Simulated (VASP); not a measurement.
# TiB2 (d3) (P6/mmm) in VASP: further runs

TiB2 (d3) is run at these levels: PBE+D3(BJ); tasks: single point, relaxation of cell and atoms.

Everything below comes from runs of VASP 6.6.1. Logs are shortened: lines on timing, memory, paths and dates and some standing lists are left out, and cuts for length are marked.

### 1 The cell of the first run

Symmetry: P6/mmm, No. 191, hexagonal system. Conventional cell: a = 3.026 Å, b = 3.026 Å, c = 3.229 Å, α = 90.00°, β = 90.00°, γ = 120.00°. Within 3.1 Å of Ti (site symmetry 6/mmm) lie 12 B at 2.38 Å and 6 Ti at 3.03 Å. B (site symmetry -6m2) has 3 B at 1.75 Å within 2.3 Å.

### 2 Single point, PBE+D3(BJ)

INCAR reads:

```
SYSTEM = TiB2
  ALGO = Normal
  EDIFF = 1E-6
  ENCUT = 500
  GGA = PE
  GGA_COMPAT = .False.
  ISIF = 2
  ISMEAR = 0
  IVDW = 12
  LASPH = .True.
  LCHARG = .False.
  LREAL = .False.
  LWAVE = .False.
  NBANDS = 16
  NELM = 120
  PREC = Accurate
  SIGMA = 0.1
```

KPOINTS reads:

```
k-points
0
Gamma
  6 6 6
  0 0 0
```

POSCAR reads:

```
TiB2
1.0
    3.0259273100      0.0000000000      0.0000000000
   -1.5129636600      2.6205299200      0.0000000000
    0.0000000000      0.0000000000      3.2287677100
Ti B
1 2
Direct
    0.0000000000      0.0000000000      0.0000000000
    0.3333333300      0.6666666700      0.5000000000
    0.6666666700      0.3333333300      0.5000000000
```

Potentials or basis: VASP PAW PBE potentials, release 64 (Ti_sv, B).

On the command line:

```console
cat potpaw_PBE.64/Ti_sv/POTCAR potpaw_PBE.64/B/POTCAR > POTCAR
mpirun -np 1 vasp_std > vasp.out
```

OUTCAR:

```text
SYSTEM = TiB2
   EDIFF = 1E-6
   ENCUT = 500
   GGA = PE
   ISIF = 2
   ISMEAR = 0
   IVDW = 12
   LASPH = .True.
   LREAL = .False.
   NELM = 120
   PREC = Accurate
 IVDW          = 12

 ion  position               nearest neighbor table
   1  0.000  0.000  0.000-   2 2.38   3 2.38   2 2.38   3 2.38   3 2.38   3 2.38   2 2.38   2 2.38
                             3 2.38   3 2.38   2 2.38   2 2.38
   2  0.333  0.667  0.500-   3 1.75   3 1.75   3 1.75   1 2.38   1 2.38   1 2.38   1 2.38   1 2.38
                             1 2.38
   3  0.667  0.333  0.500-   2 1.75   2 1.75   2 1.75   1 2.38   1 2.38   1 2.38   1 2.38   1 2.38
                             1 2.38

  LATTYP: Found a hexagonal cell.
 ALAT       =     3.0259273100
 C/A-ratio  =     1.0670341285

  Lattice vectors:

 A1 = (   3.0259273100,   0.0000000000,   0.0000000000)
 A2 = (  -1.5129636600,   2.6205299200,   0.0000000000)
 A3 = (   0.0000000000,   0.0000000000,   3.2287677100)

Analysis of symmetry for initial positions (statically):
=====================================================================
 Subroutine PRICEL returns:
 Original cell was already a primitive cell.

 Routine SETGRP: Setting up the symmetry group for a
 hexagonal supercell.

 Subroutine GETGRP returns: Found 24 space group operations
 (whereof 24 operations were pure point group operations)
 out of a pool of 24 trial point group operations.

The static configuration has the point symmetry D_6h.

Analysis of symmetry for dynamics (positions and initial velocities):
=====================================================================
 Subroutine PRICEL returns:
 Original cell was already a primitive cell.

 Routine SETGRP: Setting up the symmetry group for a
 hexagonal supercell.

 Subroutine GETGRP returns: Found 24 space group operations
 (whereof 24 operations were pure point group operations)
 out of a pool of 24 trial point group operations.

The dynamic configuration has the point symmetry D_6h.

 Subroutine INISYM returns: Found 24 space group operations
 (whereof 24 operations are pure point group operations),
 and found     1 'primitive' translations

----------------------------------------------------------------------------------------

                                     Primitive cell

  volume of cell :      25.6026

  direct lattice vectors                    reciprocal lattice vectors
     3.025927310  0.000000000  0.000000000     0.330477205  0.190801104  0.000000000
    -1.512963660  2.620529920  0.000000000     0.000000000  0.381602207  0.000000000
     0.000000000  0.000000000  3.228767710     0.000000000  0.000000000  0.309715684

  length of vectors
     3.025927310  3.025927312  3.228767710     0.381602207  0.381602207  0.309715684

  position of ions in fractional coordinates (direct lattice)
     0.000000000  0.000000000  0.000000000
     0.333333330  0.666666670  0.500000000
     0.666666670  0.333333330  0.500000000

  ion indices of the primitive-cell ions
   primitive index   ion index
                 1           1
                 2           2
                 3           3

----------------------------------------------------------------------------------------

 KPOINTS: k-points

Automatic generation of k-mesh.
 Grid dimensions read from file:
 generate k-points for:    6    6    6

 Generating k-lattice:

  Cartesian coordinates                     Fractional coordinates (reciprocal lattice)
     0.055079534  0.031800184  0.000000000     0.166666667  0.000000000  0.000000000
     0.000000000  0.063600368  0.000000000     0.000000000  0.166666667  0.000000000
     0.000000000  0.000000000  0.051619281     0.000000000  0.000000000  0.166666667

  Length of vectors
     0.063600368  0.063600368  0.051619281

  Shift w.r.t. Gamma in fractional coordinates (k-lattice)
     0.000000000  0.000000000  0.000000000

 Subroutine IBZKPT returns following result:
 ===========================================

 Found     28 irreducible k-points:

 Following reciprocal coordinates:
            Coordinates               Weight
  0.000000  0.000000  0.000000      1.000000
  0.166667  0.000000  0.000000      6.000000
  0.333333  0.000000  0.000000      6.000000
  0.500000  0.000000  0.000000      3.000000
  0.166667  0.166667  0.000000      6.000000
  0.333333  0.166667  0.000000     12.000000
[... 16 lines left out ...]
  0.166667  0.000000  0.500000      6.000000
  0.333333  0.000000  0.500000      6.000000
 [... further k-points ...]
   k-points           NKPTS =     28   k-points in BZ     NKDIM =     28   number of bands    NBANDS=     16
   number of dos      NEDOS =    301   number of ions     NIONS =      3
   total plane-waves  NPLWV =  13824
   dimension x,y,z NGX =    24 NGY =   24 NGZ =   24
   dimension x,y,z NGXF=    48 NGYF=   48 NGZF=   48
   ions per type =               1   2
   NGX,Y,Z   is equivalent  to a cutoff of  13.19, 13.19, 12.36 a.u.
   NGXF,Y,Z  is equivalent  to a cutoff of  26.37, 26.37, 24.71 a.u.
 SYSTEM =  TiB2
   PREC   = accura    normal or accurate (medium, high low for compatibility)
   ISTART =      0    job   : 0-new  1-cont  2-samecut
   ICHARG =      2    charge: 1-file 2-atom 10-const
   ISPIN  =      1    spin polarized calculation?
   LNONCOLLINEAR =      F non collinear calculations
   LSORBIT =      F    spin-orbit coupling
   LASPH  =      T    aspherical Exc in radial PAW
   ENCUT  =  500.0 eV  36.75 Ry    6.06 a.u.   5.52  5.52  5.89*2*pi/ulx,y,z
   NELM   =    120;   NELMIN=  2; NELMDL= -5     # of ELM steps
   EDIFF  = 0.1E-05   stopping-criterion for ELM
   LREAL  =      F    real-space projection
   EDIFFG = 0.1E-04   stopping-criterion for IOM
   NSW    =      0    number of steps for IOM
   IBRION =     -1    ionic relax: 0-MD 1-quasi-New 2-CG
   NFREE  =      0    steps in history (QN), initial steepest desc. (CG)
   ISIF   =      2    stress and relaxation
   ISYM   =      2    0-nonsym 1-usesym 2-fastsym
   POTIM  = 0.5000    time-step for ionic-motion
   TEBEG  =    0.0;   TEEND  =   0.0 temperature during run
   PSTRESS=    0.0 pullay stress
   NELECT =      18.0000    total number of electrons
   NUPDOWN=      -1.0000    fix difference up-down
   EMIN   =  10.00;   EMAX   =-10.00  energy-range for DOS
   EFERMI =   0.00;   METHOD = LEGACY
   ISMEAR =     0;   SIGMA  =   0.10  broadening in eV -4-tet -1-fermi 0-gaus
   EFERMI_NEDOS =   21; number of points for ismear=-14 and -15
   IALGO  =     38    algorithm
   IMIX   =      4    mixing-type and parameters
     AMIX     =   0.40;   BMIX     =  1.00
     AMIX_MAG =   1.60;   BMIX_MAG =  1.00
  volume/ion in A,a.u.               =       8.53        57.59
  Fermi-wavevector in a.u.,A,eV,Ry     =   1.455697  2.750868 28.831460  2.119053
  Thomas-Fermi vector in A             =   2.572701
   LORBIT       =      0    0 simple, 1 ext, 2 COOP (PROOUT), +10 PAW based schemes
   GGA     = PE    functional components
   LHFCALC =     F    Hartree Fock is set to
   AEXX    =    0.0000 exact exchange contribution
   IVDW    =    12    specifies the selected vdW correction
   LEPSILON=     F    determine dielectric tensor
   LRPA    =     F    only Hartree local field effects (RPA)
 non-spin polarized calculation
 Gauss-broadening in eV      SIGMA  =   0.10
  energy-cutoff  :      500.00
  volume of cell :       25.60
 maximum number of plane-waves:       667
 NGX is ok and might be reduce to    24
   NGX = 11   NGY = 11   NGZ = 11

 number of electron      18.0000002 magnetization

 Free energy of the ion-electron system (eV)
  ---------------------------------------------------
  ext. energy  EPLUGINS =         0.00000000
  ---------------------------------------------------
  free energy    TOTEN  =       -24.38574065 eV

  energy without entropy =      -24.38051056  energy(sigma->0) =      -24.38312561

 E-fermi :   9.7824     XC(G=0): -12.7786

 val. band max:        9.7066942214   @ k =   0.1667   0.1667   0.1667
 cond. band min:       9.8074445116   @ k =   0.1667   0.1667   0.1667
 fundamental gap:      0.1007502902
 Fermi energy:         9.7824422960

 k-point     1 :       0.0000    0.0000    0.0000
  band No.  band energies     occupation
      1     -46.9352      2.00000
      2     -23.3062      2.00000
      3     -22.9607      2.00000
      4     -22.9607      2.00000
      5      -3.5007      2.00000
      6       7.4267      2.00000
[... 8 lines left out ...]
     15      15.8053      0.00000
     16      16.9820      0.00000

 k-point     2 :       0.1667    0.0000    0.0000
  band No.  band energies     occupation
      1     -46.9215      2.00000
      2     -23.2888      2.00000
      3     -23.0650      2.00000
      4     -22.9844      2.00000
      5      -2.9726      2.00000
      6       6.0506      2.00000
[... 8 lines left out ...]
     15      18.2392      0.00000
     16      18.2678      0.00000

 k-point     3 :       0.3333    0.0000    0.0000
  band No.  band energies     occupation
      1     -46.8940      2.00000
      2     -23.2690      2.00000
      3     -23.2539      2.00000
      4     -23.0315      2.00000
      5      -1.4937      2.00000
      6       3.3773      2.00000
[... 8 lines left out ...]
     15      17.3939      0.00000
     16      18.9561      0.00000

 k-point     4 :       0.5000    0.0000    0.0000
  band No.  band energies     occupation
      1     -46.8801      2.00000
      2     -23.3687      2.00000
      3     -23.2364      2.00000
      4     -23.0549      2.00000
      5       0.6417      2.00000
      6       0.7805      2.00000
[... 8 lines left out ...]
     15      17.4803      0.00000
     16      18.2356      0.00000
[... 324 lines left out ...]
 k-point    22 :       0.0000    0.0000    0.5000
  band No.  band energies     occupation
      1     -46.9206      2.00000
      2     -23.5052      2.00000
      3     -22.9446      2.00000
      4     -22.9446      2.00000
      5      -1.5847      2.00000
      6       2.4037      2.00000
[... 8 lines left out ...]
     15      19.8442      0.00000
     16      20.2813      0.00000

 k-point    23 :       0.1667    0.0000    0.5000
  band No.  band energies     occupation
      1     -46.9071      2.00000
      2     -23.4816      2.00000
      3     -23.0446      2.00000
      4     -22.9669      2.00000
      5      -1.3223      2.00000
      6       3.0777      2.00000
[... 8 lines left out ...]
     15      18.8862      0.00000
     16      20.8863      0.00000

 k-point    24 :       0.3333    0.0000    0.5000
  band No.  band energies     occupation
      1     -46.8799      2.00000
      2     -23.4341      2.00000
      3     -23.2405      2.00000
      4     -23.0110      2.00000
      5      -0.5409      2.00000
      6       3.9901      2.00000
[... 8 lines left out ...]
     15      16.8823      0.00000
     16      22.9591      0.00000

 [... further k-points ...]

------------------------ aborting loop because EDIFF is reached ----------------------------------------

 Edisp (eV)   -1.26032

 E8    (eV) :    -0.5220

  FORCE on cell =-STRESS in cart. coord.  units (eV):
  Direction    XX          YY          ZZ          XY          YZ          ZX
  --------------------------------------------------------------------------------------
  -------------------------------------------------------------------------------------
  Total      -0.92151    -0.92151    -1.40886     0.00000    -0.00000     0.00000
  in kB     -57.66704   -57.66704   -88.16459     0.00000    -0.00000     0.00000
  external pressure =      -67.83 kB  Pullay stress =        0.00 kB

 VOLUME and BASIS-vectors are now :
 -----------------------------------------------------------------------------
  energy-cutoff  :      500.00
  volume of cell :       25.60
      direct lattice vectors                 reciprocal lattice vectors
     3.025927310  0.000000000  0.000000000     0.330477205  0.190801104  0.000000000
    -1.512963660  2.620529920  0.000000000     0.000000000  0.381602207  0.000000000
     0.000000000  0.000000000  3.228767710     0.000000000  0.000000000  0.309715684

 POSITION                                       TOTAL-FORCE (eV/Angst)
 -----------------------------------------------------------------------------------
      0.00000      0.00000      0.00000        -0.000000      0.000000      0.000000
     -0.00000      1.74702      1.61438        -0.000000      0.000000      0.000000
      1.51296      0.87351      1.61438         0.000000     -0.000000     -0.000000
 -----------------------------------------------------------------------------------
    total drift:                                0.000000     -0.000000     -0.000000

  FREE ENERGIE OF THE ION-ELECTRON SYSTEM (eV)
  ---------------------------------------------------
  free  energy   TOTEN  =       -25.6460648773 eV

  energy  without entropy=      -25.6408347895  energy(sigma->0) =      -25.64344983
```

Run time: 24 s. Hardware: 1 thread of AMD EPYC 7R43 (Zen 3), shared host; peak memory 0.12 GiB.

Results:

* Free energy: -25.6461 eV
* Pressure: -6.8 GPa
* Band gap on the k mesh: zero (band 9 reaches 10.21 eV, above the bottom of band 10 at 9.81 eV)
* Dispersion energy per atom: -0.420 eV

Levels at points of the mesh, in eV from the Fermi level:
```
           k point  band 5  band 6  band 7  band 8  band 9  band 10  band 11  band 12  band 13  band 14
(0.00, 0.00, 0.00)  -13.28   -2.36   -2.36   -2.11   -1.89     2.13     2.13     3.90     3.90     6.02
(0.50, 0.00, 0.00)   -9.14   -9.00   -3.03   -3.00   -2.03     1.57     3.00     3.46     3.60     7.69
(0.00, 0.00, 0.50)  -11.37   -7.38   -0.31   -0.31    0.06     0.06     0.69     0.69     1.85     6.82
(0.50, 0.00, 0.50)   -9.52   -7.33   -4.41   -3.58   -2.90     2.70     3.18     4.70     4.81     5.62
```

Caveat: the k points lie up to 0.40 Å⁻¹ apart; pairwise dispersion overbinds metals, which lowers pressure and volume.

### 3 Single point, PBE+D3(BJ)

This run uses another cell than the first one, of 8.28 Å³/atom, 0.971 times its volume.

INCAR reads:

```
PREC     = Accurate       # precision mode
ENCUT    = 500            # plane-wave cutoff, eV
EDIFF    = 1E-6           # SCF threshold, eV
ISMEAR   = 0              # smearing method
SIGMA    = 0.1            # smearing width, eV
LREAL    = False          # projectors in reciprocal space
LASPH    = True           # aspherical terms in the spheres
NELM     = 120            # most SCF steps
ALGO     = Normal         # electronic algorithm
ISIF     = 2              # what is computed and relaxed
LWAVE    = False          # write WAVECAR
LCHARG   = True           # write CHGCAR
GGA      = PE             # functional
IVDW     = 12             # dispersion correction
LELF     = True           # ELF
LVHAR    = True         
NBANDS   = 16             # bands
GGA_COMPAT= False
```

KPOINTS reads:

```
regular mesh
0
Gamma
  15 15 14
```

POSCAR reads:

```
TiB2
1.0
    3.0038122307      0.0000000029      0.0000000000
   -1.5019061178      2.6013776986      0.0000000000
    0.0000000000      0.0000000000      3.1807703505
Ti B
1 2
Direct
    0.0000000000      0.0000000000      0.0000000000
    0.3333333333      0.6666666667      0.5000000000
    0.6666666667      0.3333333333      0.5000000000
```

Potentials or basis: VASP PAW PBE potentials, release 64 (Ti_sv, B).

On the command line:

```console
cat potpaw_PBE.64/Ti_sv/POTCAR potpaw_PBE.64/B/POTCAR > POTCAR
mpirun -np 1 vasp_std > vasp.out
```

It took 2.3 min on 1 thread of AMD EPYC 7R43 (Zen 3), shared host; peak memory 0.17 GiB.

Results (log left out):

```
Free energy                : -25.7063 eV
Pressure                   : 0.3 GPa
Band gap on the k mesh     : zero (band 9 reaches 10.75 eV, above the bottom of band 10 at 10.13 eV)
Dispersion energy per atom : -0.433 eV
```

Levels at points of the mesh, in eV from the Fermi level:
| k point | band 7 | band 8 | band 9 | band 10 | band 11 | band 12 |
| --- | --- | --- | --- | --- | --- | --- |
| (0.00, 0.00, 0.00) | -2.74 | -2.29 | -2.20 | 1.96 | 1.96 | 3.81 |
| (0.00, 0.00, 0.50) | -0.61 | -0.61 | -0.25 | -0.25 | 0.43 | 0.43 |

Caveat: pairwise dispersion overbinds metals, which lowers pressure and volume.

### 4 Relaxation of cell and atoms, PBE+D3(BJ)

INCAR reads:

```
SYSTEM = TiB2
ALGO = Normal
EDIFF = 1E-7
EDIFFG = -0.002
ENCUT = 500
GGA = PE
GGA_COMPAT = .FALSE.
IBRION = 2
ISIF = 3
ISMEAR = 0
IVDW = 12
LASPH = .TRUE.
LCHARG = .FALSE.
LREAL = .FALSE.
LWAVE = .FALSE.
NELM = 120
NELMIN = 4
NSW = 100
PREC = Accurate
SIGMA = 0.1
```

KPOINTS reads:

```
k-points
0
G
  15 15 14
  0 0 0
```

POSCAR reads:

```
TiB2
1.0
    3.0259273100      0.0000000000      0.0000000000
   -1.5129636600      2.6205299200      0.0000000000
    0.0000000000      0.0000000000      3.2287677100
Ti B
1 2
Direct
    0.0000000000      0.0000000000      0.0000000000
    0.3333333300      0.6666666700      0.5000000000
    0.6666666700      0.3333333300      0.5000000000
```

On the command line:

```console
cat potpaw_PBE.64/Ti_sv/POTCAR potpaw_PBE.64/B/POTCAR > POTCAR
mpirun -np 1 vasp_std > vasp.out
```

Wall time 5.9 min (1 thread of AMD EPYC 7R43 (Zen 3), shared host); peak memory 0.17 GiB.

Results (log left out):

- Free energy: -25.7068 eV
- Relaxed volume: 8.29 Å³/atom
- Relaxed cell: a = 3.004 Å, b = 3.004 Å, c = 3.182 Å, α = 90.00°, β = 90.00°, γ = 120.00°
- Space group after relaxing (to 0.05 Å): P6/mmm (No. 191)
- Energy gained by relaxing: 5.7 meV/atom
- Ionic steps: 5
- Pressure after relaxing: 0.0 GPa
- Band gap on the k mesh: zero (band 9 reaches 10.74 eV, above the bottom of band 10 at 10.12 eV)
- Dispersion energy per atom: -0.433 eV

Step by step:
```csv
step,energy change (eV),largest force (eV/Å),pressure (GPa),volume (Å³)
1,0.0000,0.0000,-7.10,25.60
2,-0.0016,0.0000,7.63,24.23
3,-0.0166,0.0000,0.11,24.88
4,-0.0172,0.0000,-0.01,24.87
5,-0.0172,0.0000,-0.01,24.87
```

Final structure:
```xyz
3
Lattice="3.0045 0.0000 0.0000 -1.5022 2.6019 0.0000 0.0000 0.0000 3.1818" Properties=species:S:1:pos:R:3 pbc="T T T"
Ti    0.0000    0.0000    0.0000
B     0.0000    1.7346    1.5909
B     1.5022    0.8673    1.5909
```

Levels at points of the mesh, in eV from the Fermi level:
| k point | band 5 | band 6 | band 7 | band 8 | band 9 | band 10 | band 11 | band 12 | band 13 |
| --- | --- | --- | --- | --- | --- | --- | --- | --- | --- |
| (0.00, 0.00, 0.00) | -13.70 | -2.74 | -2.74 | -2.30 | -2.20 | 1.96 | 1.96 | 3.81 | 3.81 |
| (0.00, 0.00, 0.50) | -11.67 | -7.76 | -0.61 | -0.61 | -0.25 | -0.25 | 0.43 | 0.43 | 1.76 |

Caveat: pairwise dispersion overbinds metals, which lowers pressure and volume.

### 5 The runs side by side

| task | cell | k mesh | gap on the mesh (eV) | pressure (GPa) |
| --- | --- | --- | --- | --- |
| single point | a = 3.026, b = 3.026, c = 3.229 Å, angles 90.0, 90.0, 120.0°, 3 atoms | 6 × 6 × 6 | none | -6.8 |
| single point | a = 3.004, b = 3.004, c = 3.181 Å, angles 90.0, 90.0, 120.0°, 3 atoms | 15 × 15 × 14 | none | 0.3 |
| relaxation of cell and atoms | relaxed from a = 3.026, b = 3.026, c = 3.229 Å, angles 90.0, 90.0, 120.0°, 3 atoms | 15 × 15 × 14 | none | 0.0 |

Alike in all rows: level PBE+D3(BJ); potentials or basis VASP PAW PBE potentials, release 64 (Ti_sv, B); no spin polarisation; cutoff (eV) 500; smearing gaussian 0.1 eV.

Caveats: some runs use coarse meshes; pairwise dispersion overbinds metals, which lowers pressure and volume.

Total energies depend on the potentials used, so only differences within one code and one set of settings carry meaning.
